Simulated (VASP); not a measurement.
**LiBe: single point with LDA**

LiBe:

```xyz
2
Lattice="2.8112 0.0000 0.0000 0.0000 2.8112 0.0000 0.0000 0.0000 2.8112" Properties=species:S:1:pos:R:3 pbc="T T T"
Be    1.3597    1.4333    1.4815
Li   -0.0025    0.0047   -0.0703
```

```yaml
Program: VASP 6.6.1
Task: single point
Functional: LDA
Potentials_or_basis: VASP PAW LDA potentials, release 64 (Be, Li_sv)
Cutoff: 750 eV
k_mesh: 13 × 13 × 13
Occupations: gaussian, width 0.1 eV
Spin: no spin polarisation
Dipole_correction: no
Further_INCAR_settings: ALGO = Normal; EDIFF = 1e-06; NBANDS = 10
```

The pressure is -2.5 GPa, the largest force is 0.661 eV/Å and the band gap on the k mesh is zero (an odd number of electrons rules out a gap without spin polarisation).

Forces in eV/Å, atoms in the order of the input:
```
Be   0.193 -0.103 -0.624
Li  -0.193  0.103  0.624
```

Stress tensor (GPa, compression positive):
```
-2.23 -0.06 -0.33
-0.06 -2.17  0.18
-0.33  0.18 -3.02
```

Levels at points of the mesh, in eV from the Fermi level:
| k point | band 1 | band 2 | band 3 | band 4 | band 5 | band 6 | band 7 | band 8 |
| --- | --- | --- | --- | --- | --- | --- | --- | --- |
| (0.00, 0.00, 0.00) | -43.75 | -6.35 | 6.08 | 6.08 | 6.18 | 10.73 | 10.83 | 17.66 |

Wall time 100 s on 1 thread of Intel(R) Xeon(R) 6975P-C (Granite Rapids) (shared host), peak memory 0.46 GiB.
